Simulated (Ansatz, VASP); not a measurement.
Two plane-wave programs on Pt

```
CELL_PARAMETERS angstrom
-1.53937 1.53937 1.53937
1.53937 -1.53937 1.53937
1.53937 1.53937 -1.53937
ATOMIC_POSITIONS crystal
Pt 0.00000 0.00000 0.00000
```

Alike in both runs: task single point; functional PBEsol; k mesh 22 × 22 × 22; occupations gaussian, width 0.15 eV; no spin polarisation.

```csv
,VASP,Ansatz
version,VASP 6.6.1,Ansatz 0.2.0
potentials or method,"VASP PAW PBE potentials, release 64 (Pt), cutoff 520 eV","scalar-relativistic, plane waves, PAW"
valence electrons in the cell,10,18
```

Ansatz gave:

| Quantity | Value |
| --- | --- |
| gap on the k mesh at the Fermi level (eV) | none |
| pressure (GPa) | 12.8 |

**Question.** What did VASP give for the same quantities?

**Answer.** gap on the k mesh at the Fermi level (eV): none; pressure (GPa): 12.4.

VASP's potentials were made for PBE, not for PBEsol, and Ansatz warns of the same on its side. A gap of «none» marks a metal or a gap that the smearing closes. VASP's potentials hold 10 valence electrons a cell and Ansatz's 18, so a difference there can come from the potentials and not from the codes.

Neither program's run includes spin-orbit coupling.
